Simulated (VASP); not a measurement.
Ca2SnO3:

```xyz
6
Lattice="5.8006 0.0000 0.0000 -2.9003 5.0235 0.0000 0.0000 0.0000 3.4006" Properties=species:S:1:pos:R:3 pbc="T T T"
Ca    2.9003    1.6745    1.7003
Ca    0.0000    3.3490    1.7003
Sn    0.0000    0.0000    1.7003
O    -1.4502    2.5117    0.0000
O     1.4502    2.5117    0.0000
O     2.9003    0.0000    0.0000
```

The cell was generated, and may not be a known phase.

| Property | Result |
| --- | --- |
| Program | VASP 6.6.1 |
| Task | relaxation of cell and atoms |
| Functional | PBE |
| Potentials or basis | VASP PAW PBE potentials, release 64 (Ca_sv, Sn_d, O) |
| Cutoff | 600 eV |
| k mesh | 6 × 6 × 12 |
| Occupations | gaussian, width 0.1 eV |
| Spin | no spin polarisation |

At the start: pressure -2.7 GPa; volume 16.52 Å³/atom.

Q: Where does the relaxation end?

A: Over 6 steps the energy falls by 120.9 meV/atom and the volume is 16.46 Å³/atom (-0.4 %); space group P6/mmm (No. 191, to 0.1 Å) before and after.

Step by step:
```csv
step,energy change (eV),largest force (eV/Å),pressure (GPa),volume (Å³)
1,0.0000,0.0000,-2.73,99.09
2,-0.6814,0.0000,3.56,94.58
3,-0.6866,0.0000,3.03,94.90
4,-0.7253,0.0000,-0.04,98.75
5,-0.7253,0.0000,-0.04,98.76
6,-0.7253,0.0000,0.00,98.74
```

Final structure:
```
Ca Sn O
1.0
     6.06567    0.00000    0.00000
    -3.03284    5.25303    0.00000
     0.00000    0.00000    3.09874
Ca Sn O
2 1 3
Direct
  0.66667 0.33333 0.50000
  0.33333 0.66667 0.50000
  0.00000 0.00000 0.50000
  0.00000 0.50000 0.00000
  0.50000 0.50000 0.00000
  0.50000 0.00000 0.00000
```
